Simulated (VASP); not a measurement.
# Re (Fm-3m) in VASP: a series of runs, part 2 of 2

VASP 6.6.1. Earlier steps stand in the parts before.

## 4. Single point, PBEsol (volume scaled by 1.06)

Input file INCAR:

```
SYSTEM = Re
PREC = Accurate ; ENCUT = 520
EDIFF = 1E-6 ; ISMEAR = -1
SIGMA = 0.05 ; LREAL = .False.
LASPH = .True. ; NELM = 60
ALGO = Normal ; ISIF = 2
LWAVE = .False. ; LCHARG = .True.
GGA = PS ; LELF = .True.
LVHAR = .True. ; NBANDS = 10
```

Input file KPOINTS:

```
regular mesh
0
Gamma
  14 14 14
  0 0 0
```

Input file POSCAR:

```
Re
1.0
    0.0000000000      2.0137353243      2.0137353243
    2.0137353243      0.0000000000      2.0137353243
    2.0137353243      2.0137353243      0.0000000000
Re
1
Direct
    0.0000000000      0.0000000000      0.0000000000
```

Potentials or basis: VASP PAW PBE potentials, release 64 (Re).

Command:

```sh
$ cat potpaw_PBE.64/Re/POTCAR > POTCAR
$ mpirun -np 1 vasp_std > vasp.out
```

OUTCAR:

```text
SYSTEM = Re
   PREC = Accurate
   ENCUT = 520
   EDIFF = 1E-6
   ISMEAR = -1
   LREAL = .False.
   LASPH = .True.
   NELM = 60
   ISIF = 2
   GGA = PS

 ion  position               nearest neighbor table
   1  0.000  0.000  0.000-

  LATTYP: Found a face centered cubic cell.
 ALAT       =     4.0274706486

  Lattice vectors:

 A1 = (   0.0000000000,   2.0137353243,   2.0137353243)
 A2 = (   2.0137353243,   0.0000000000,   2.0137353243)
 A3 = (   2.0137353243,   2.0137353243,   0.0000000000)

Analysis of symmetry for initial positions (statically):
=====================================================================
 Subroutine PRICEL returns:
 Original cell was already a primitive cell.

 Routine SETGRP: Setting up the symmetry group for a
 face centered cubic supercell.

 Subroutine GETGRP returns: Found 48 space group operations
 (whereof 48 operations were pure point group operations)
 out of a pool of 48 trial point group operations.

The static configuration has the point symmetry O_h .

Analysis of symmetry for dynamics (positions and initial velocities):
=====================================================================
 Subroutine PRICEL returns:
 Original cell was already a primitive cell.

 Routine SETGRP: Setting up the symmetry group for a
 face centered cubic supercell.

 Subroutine GETGRP returns: Found 48 space group operations
 (whereof 48 operations were pure point group operations)
 out of a pool of 48 trial point group operations.

The dynamic configuration has the point symmetry O_h .

 Subroutine INISYM returns: Found 48 space group operations
 (whereof 48 operations are pure point group operations),
 and found     1 'primitive' translations

----------------------------------------------------------------------------------------

                                     Primitive cell

  volume of cell :      16.3319

  direct lattice vectors                    reciprocal lattice vectors
[... 105 lines left out ...]
     AMIX_MAG =   1.60;   BMIX_MAG =  1.00
  volume/ion in A,a.u.               =      16.33       110.21
  Fermi-wavevector in a.u.,A,eV,Ry     =   1.234322  2.332530 20.729166  1.523551
  Thomas-Fermi vector in A             =   2.369017
   LORBIT       =      0    0 simple, 1 ext, 2 COOP (PROOUT), +10 PAW based schemes
   GGA     = PS    functional components
   LHFCALC =     F    Hartree Fock is set to
   AEXX    =    0.0000 exact exchange contribution
   IVDW    =     0    specifies the selected vdW correction
   LEPSILON=     F    determine dielectric tensor
   LRPA    =     F    only Hartree local field effects (RPA)
 non-spin polarized calculation
  energy-cutoff  :      520.00
  volume of cell :       16.33
 maximum number of plane-waves:       459
 NGX is ok and might be reduce to    24
   NGX = 11   NGY = 11   NGZ = 11

 number of electron       7.0000000 magnetization

 Free energy of the ion-electron system (eV)
  ---------------------------------------------------
  ext. energy  EPLUGINS =         0.00000000
  ---------------------------------------------------
  free energy    TOTEN  =       -13.09454018 eV

  energy without entropy =      -13.08409218  energy(sigma->0) =      -13.08931618

 E-fermi :   6.7198     XC(G=0): -13.2556

 val. band max:        6.6935233662   @ k =  -0.2143   0.2857   0.0714
 cond. band min:       6.7529868213   @ k =  -0.1429   0.1429   0.0000
 fundamental gap:      0.0594634550
 Fermi energy:         6.7198254264

 k-point     1 :       0.0000    0.0000    0.0000
  band No.  band energies     occupation
      1      -2.6908      2.00000
      2       5.0823      2.00000
      3       5.0823      2.00000
      4       5.0823      2.00000
      5       7.7967      0.00000
      6       7.7967      0.00000
      7      20.5727      0.00000
      8      25.6171      0.00000
      9      25.6171      0.00000
     10      25.6171      0.00000
[... 287 lines left out ...]
 k-point    24 :       0.2857    0.1429    0.0000
  band No.  band energies     occupation
      1      -0.0753      2.00000
      2       3.6153      2.00000
      3       5.3430      2.00000
      4       6.1574      1.99997
      5       7.4257      0.00000
      6       8.7582      0.00000
      7      21.3550      0.00000
      8      24.2907      0.00000
      9      26.1101      0.00000
     10      26.9395      0.00000

 [... further k-points ...]
[... 5 lines left out ...]
  --------------------------------------------------------------------------------------
  -------------------------------------------------------------------------------------
  Total       -3.5190942     -3.5190942     -3.5190942     -0.0000000     -0.0000000     -0.0000000
  in kB     -345.2266493   -345.2266493   -345.2266493     -0.0000000     -0.0000000     -0.0000000
  external PRESSURE =    -345.2266493 kB  Pullay stress =       0.0000000 kB

 VOLUME and BASIS-vectors are now :
 -----------------------------------------------------------------------------
  energy-cutoff  :      520.00
  volume of cell :       16.33
      direct lattice vectors                 reciprocal lattice vectors
     0.000000000  2.013735324  2.013735324    -0.248294795  0.248294795  0.248294795
     2.013735324  0.000000000  2.013735324     0.248294795 -0.248294795  0.248294795
     2.013735324  2.013735324  0.000000000     0.248294795  0.248294795 -0.248294795

 POSITION                                       TOTAL-FORCE (eV/Angst)
 -----------------------------------------------------------------------------------
      0.00000      0.00000      0.00000         0.000000     -0.000000      0.000000
 -----------------------------------------------------------------------------------
    total drift:                               -0.000000      0.000000     -0.000000

  FREE ENERGIE OF THE ION-ELECTRON SYSTEM (eV)
  ---------------------------------------------------
  free  energy   TOTEN  =       -13.0945401790 eV

  energy  without entropy=      -13.0840921824  energy(sigma->0) =      -13.08931618
```

stdout:

```text
POSCAR found type information on POSCAR Re
 POSCAR found :  1 types and       1 ions
 scaLAPACK will be used
 -----------------------------------------------------------------------------
|                                                                             |
|                                                                             |
|     You enforced a specific xc type in the INCAR file but a different       |
|     I HOPE YOU KNOW WHAT YOU ARE DOING!                                     |
|                                                                             |
 -----------------------------------------------------------------------------

 LDA part: xc-table for (Slater+PW92), standard interpolation
 POSCAR, INCAR and KPOINTS ok, starting setup
 FFT: planning ... GRIDC
 FFT: planning ... GRID_SOFT
 FFT: planning ... GRID
 WAVECAR not read
 entering main loop
```

Run time: 8.7 s. Hardware: 1 thread of Intel Xeon 6975P-C, shared host; peak memory 0.15 GiB.

What came out:

- Free energy: -13.0945 eV
- Pressure: -34.5 GPa

Caveat: the PAW data sets were made with another functional, which shifts forces and pressure a little; spin-orbit coupling is left out, which moves the levels of the heavy elements.

## 5. Summary

```tsv
cell	gap on the mesh (eV)	pressure (GPa)
a = 2.812 Å, angles 60.0°, 1 atom	none	-24.8
a = 2.830 Å, angles 60.0°, 1 atom	none	-29.9
a = 2.848 Å, angles 60.0°, 1 atom	none	-34.5
```

Alike in all rows: task single point; level PBEsol; potentials or basis VASP PAW PBE potentials, release 64 (Re); no spin polarisation; k mesh 14 × 14 × 14; cutoff (eV) 520; smearing fermi-dirac 0.05 eV.

Caveats: the PAW data sets were made with another functional, which shifts forces and pressure a little; spin-orbit coupling is left out, which moves the levels of the heavy elements.

Total energies depend on the potentials used, so only differences within one code and one set of settings carry meaning.
